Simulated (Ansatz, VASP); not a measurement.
**One calculation of Hf2S, two programs**

```
Hf S
1.0
     3.35082   -0.00046   -0.00005
    -1.67580    2.90280    0.00003
    -0.00016    0.00001   11.62916
Hf S
4 2
Direct
  0.64415 0.30821 0.89837
  0.31100 0.64168 0.39838
  0.64415 0.30822 0.60170
  0.31101 0.64168 0.10169
  0.97738 0.97479 0.75004
  0.97778 0.97508 0.25004
```

Alike in both runs: functional PBEsol; k mesh 6 × 6 × 2; occupations gaussian, width 0.1 eV; no spin polarisation.

Ansatz relaxed the structure, and its values are those at the end. VASP's run is a single point on that final structure, the one shown.

|  | VASP | Ansatz |
| --- | --- | --- |
| version | VASP 6.6.1 | Ansatz 0.2.0 |
| potentials or method | VASP PAW PBE potentials, release 64 (Hf_pv, S), cutoff 520 eV | scalar-relativistic, plane waves, PAW |
| valence electrons in the cell | 52 | 116 |

Ansatz gave:

| Quantity | Value |
| --- | --- |
| gap on the k mesh at the Fermi level (eV) | none |
| pressure (GPa) | 0.0 |

Estimate VASP's values.

gap on the k mesh at the Fermi level (eV): none; pressure (GPa): -0.4.

VASP's potentials were made for PBE, not for PBEsol. A gap of «none» marks a metal or a gap that the smearing closes. VASP's potentials hold 52 valence electrons a cell and Ansatz's 116, so a difference there can come from the potentials and not from the codes.

The k mesh is coarse, so the values compare programs but aren't converged. Spin-orbit coupling is off throughout.
